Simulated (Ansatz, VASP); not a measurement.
## CsNi3: VASP beside Ansatz

Contents of INCAR:

```
SYSTEM = CsNi3
PREC = Accurate
ENCUT = 600
EDIFF = 1E-6
ISMEAR = 0
SIGMA = 0.1
LREAL = .FALSE.
LASPH = .TRUE.
NELM = 150
ALGO = Fast
ISIF = 3
LWAVE = .FALSE.
LCHARG = .FALSE.
ISPIN = 2
MAGMOM = 0 0.55 0.55 0.55
LORBIT = 11
LMAXMIX = 4
GGA = PE
IBRION = 2
NSW = 90
EDIFFG = -0.04
```

File KPOINTS:

```
regular mesh
0
G
  4 4 4
  0 0 0
```

File POSCAR:

```
CsNi3
1.0
    4.1783457815      0.0000000000      0.0000000000
    0.0000000000      4.1783457815      0.0000000000
    0.0000000000      0.0000000000      4.1783457815
Cs Ni
1 3
Direct
    0.0000000000      0.0000000000      0.0000000000
    0.0000000000      0.5000000000      0.5000000000
    0.5000000000      0.0000000000      0.5000000000
    0.5000000000      0.5000000000      0.0000000000
```

Input for Ansatz:

```yaml
crystal:
  lattice:
    - [4.1783457815, 0.0, 0.0]
    - [0.0, 4.1783457815, 0.0]
    - [0.0, 0.0, 4.1783457815]
  atoms:
    - { symbol: Cs, position: [0.0, 0.0, 0.0] }
    - { symbol: Ni, position: [0.0, 0.5, 0.5], spin: 0.55 }
    - { symbol: Ni, position: [0.5, 0.0, 0.5], spin: 0.55 }
    - { symbol: Ni, position: [0.5, 0.5, 0.0], spin: 0.55 }
basis:
  ecutwfc: 420
kpoints:
  mp_grid: { grid: [4, 4, 4] }
hamiltonian:
  xc: pbe
scf:
  occupations: { method: gaussian, width: 0.1 }
  lower_state_search: "off"
output:
  forces: true
  stress: true
  eigenvalues: true
  populations: true
magnetization:
  spin_polarized: true
relax:
  adjacent_minimum: "off"
  f_tol: 0.04
  max_steps: 70
  cell: { stress_tol: 0.4 }
```

Alike in both runs: task relaxation of cell and atoms; functional PBE; k mesh 4 × 4 × 4; occupations gaussian, width 0.1 eV; collinear spin.

|  | VASP | Ansatz |
| --- | --- | --- |
| version | VASP 6.6.1 | Ansatz 0.2.0 |
| potentials or method | VASP PAW PBE potentials, release 64 (Cs_sv, Ni), cutoff 600 eV | scalar-relativistic, plane waves, PAW |
| valence electrons in the cell | 39 | 63 |

```csv
,VASP,Ansatz,Ansatz less VASP
"gap on the k mesh at the Fermi level, each at its own relaxed structure (eV)",none,none,-
net moment per atom (μB),0.34,0.33,-0.013
size of the moment on the site where the two differ most (μB),0.48,0.46,-0.015
relaxed volume (Å³/atom),16.95,16.56,-0.395
relaxed length of the cell vector where the two differ most in proportion (Å),4.078,4.046,-0.0319
```

Site moments also hang on the region over which each program counts them. A gap of «none» marks a metal or a gap that the smearing closes. VASP's potentials hold 39 valence electrons a cell and Ansatz's 63, so a difference there can come from the potentials and not from the codes.

The k mesh is coarse, so the values compare programs but aren't converged. Neither program's run includes spin-orbit coupling.
